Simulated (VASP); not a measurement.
Here is a VASP 6.6.1 calculation.

Contents of INCAR:

```
SYSTEM = LiF
PREC = Accurate
ENCUT = 600
EDIFF = 1E-7
ISMEAR = 0
SIGMA = 0.02
LREAL = .False.
LASPH = .True.
NELM = 100
ALGO = Normal
ISIF = 3
LWAVE = .False.
LCHARG = .False.
GGA = PE
IBRION = 2
NSW = 100
EDIFFG = -0.01
```

KPOINTS

```
Automatic mesh
0
Gamma
  8 8 6
  0 0 0
```

File POSCAR:

```
LiF
1.0
    2.6951643997      0.0000000000      0.0000000000
    0.0000000000      2.6951643997      0.0000000000
    0.0000000000      0.0000000000      4.4634634969
Li F
1 1
Direct
    0.0000000000      0.0000000000      0.0000000000
    0.5000000000      0.5000000000      0.0000000000
```

Potentials or basis: VASP PAW PBE potentials, release 64 (Li_sv, F).

The run is started by

```bash
$ cat potpaw_PBE.64/Li_sv/POTCAR potpaw_PBE.64/F/POTCAR > POTCAR
$ mpirun -np 1 vasp_std > vasp.out
```

Question: What does it give for the space group after relaxing (to 0.1 Å)?

Answer: P4/mmm (No. 123).

Question: What does it give for the band gap on the k mesh?

Answer: 5.95 eV (least direct gap 6.33 eV).

Question: What does it give for the relaxed cell?

Answer: a = 2.688 Å, b = 2.688 Å, c = 3.895 Å, α = 90.00°, β = 90.00°, γ = 90.00°.

Question: What does it give for the relaxed volume?

Answer: 14.07 Å³/atom.

Final structure:
```
Li F
1.0
     2.68802    0.00000    0.00000
     0.00000    2.68802    0.00000
     0.00000    0.00000    3.89524
Li F
1 1
Direct
  0.00000 0.00000 0.00000
  0.50000 0.50000 0.00000
```

Caveat: the cutoff is under 1.25 times the usual one of these potentials, so pressure, stress and relaxed cells hold a basis-set (Pulay) error. A k mesh can miss the band edges.
